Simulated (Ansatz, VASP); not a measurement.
# Be3CdSe4: VASP beside Ansatz

INCAR

```
SYSTEM = Be3CdSe4
PREC = Accurate
ENCUT = 600
EDIFF = 1E-6
ISMEAR = 0
SIGMA = 0.15
LREAL = Auto
LASPH = .True.
NELM = 80
ALGO = Normal
ISIF = 3
LWAVE = .False.
LCHARG = .False.
GGA = PE
IBRION = 2
NSW = 36
EDIFFG = -0.08
```

Contents of KPOINTS:

```
regular mesh
0
Gamma
  2 2 2
  0 0 0
```

File POSCAR:

```
Be3CdSe4
1.0
    7.5400000000      0.0000000000      0.0000000000
    0.0000000000      6.5300000000      0.0000000000
    0.0000000000      0.0000000000      6.1500000000
Be Cd Se
6 2 8
Direct
    0.0000000000      0.1667000000      0.5000000000
    0.2500000000      0.6667000000      0.5000000000
    0.7500000000      0.6667000000      0.5000000000
    0.5000000000      0.8333000000      0.0000000000
    0.7500000000      0.3333000000      0.0000000000
    0.2500000000      0.3333000000      0.0000000000
    0.5000000000      0.1667000000      0.5000000000
    0.0000000000      0.8333000000      0.0000000000
    0.0000000000      0.1667000000      0.8650000000
    0.2500000000      0.6667000000      0.8650000000
    0.7500000000      0.6667000000      0.8650000000
    0.0000000000      0.8333000000      0.3900000000
    0.5000000000      0.8333000000      0.3650000000
    0.7500000000      0.3333000000      0.3650000000
    0.2500000000      0.3333000000      0.3650000000
    0.5000000000      0.1667000000      0.8900000000
```

Input for Ansatz:

```yaml
crystal:
  lattice:
    - [7.54, 0.0, 0.0]
    - [0.0, 6.53, 0.0]
    - [0.0, 0.0, 6.15]
  atoms:
    - { symbol: Be, position: [0.0, 0.1667, 0.5] }
    - { symbol: Be, position: [0.25, 0.6667, 0.5] }
    - { symbol: Be, position: [0.75, 0.6667, 0.5] }
    - { symbol: Be, position: [0.5, 0.8333, 0.0] }
    - { symbol: Be, position: [0.75, 0.3333, 0.0] }
    - { symbol: Be, position: [0.25, 0.3333, 0.0] }
    - { symbol: Cd, position: [0.5, 0.1667, 0.5] }
    - { symbol: Cd, position: [0.0, 0.8333, 0.0] }
    - { symbol: Se, position: [0.0, 0.1667, 0.865] }
    - { symbol: Se, position: [0.25, 0.6667, 0.865] }
    - { symbol: Se, position: [0.75, 0.6667, 0.865] }
    - { symbol: Se, position: [0.0, 0.8333, 0.39] }
    - { symbol: Se, position: [0.5, 0.8333, 0.365] }
    - { symbol: Se, position: [0.75, 0.3333, 0.365] }
    - { symbol: Se, position: [0.25, 0.3333, 0.365] }
    - { symbol: Se, position: [0.5, 0.1667, 0.89] }
basis:
  ecutwfc: 420
kpoints:
  mp_grid: { grid: [2, 2, 2] }
hamiltonian:
  xc: pbe
scf:
  occupations: { method: gaussian, width: 0.15 }
  lower_state_search: "off"
output:
  forces: true
  stress: true
  eigenvalues: true
relax:
  adjacent_minimum: "off"
  f_tol: 0.08
  max_steps: 16
  cell: { stress_tol: 0.8 }
```

Alike in both runs: task relaxation of cell and atoms; functional PBE; k mesh 2 × 2 × 2; occupations gaussian, width 0.15 eV; no spin polarisation.

|  | VASP | Ansatz |
| --- | --- | --- |
| version | VASP 6.6.1 | Ansatz 0.2.0 |
| potentials or method | VASP PAW PBE potentials, release 64 (Be, Cd, Se), cutoff 600 eV | scalar-relativistic, plane waves, PAW |
| valence electrons in the cell | 84 | 180 |

```csv
,VASP,Ansatz,Ansatz less VASP
"gap on the k mesh at the Fermi level, each at its own relaxed structure (eV)",2.51,2.53,+0.026
relaxed volume (Å³/atom),20.00,19.91,-0.091
relaxed cell length with the largest relative difference (Å),7.720,7.690,-0.0307
```

VASP's potentials hold 84 valence electrons a cell and Ansatz's 180, so a difference there can come from the potentials and not from the codes.

The k mesh is coarse, so the values compare programs but aren't converged.
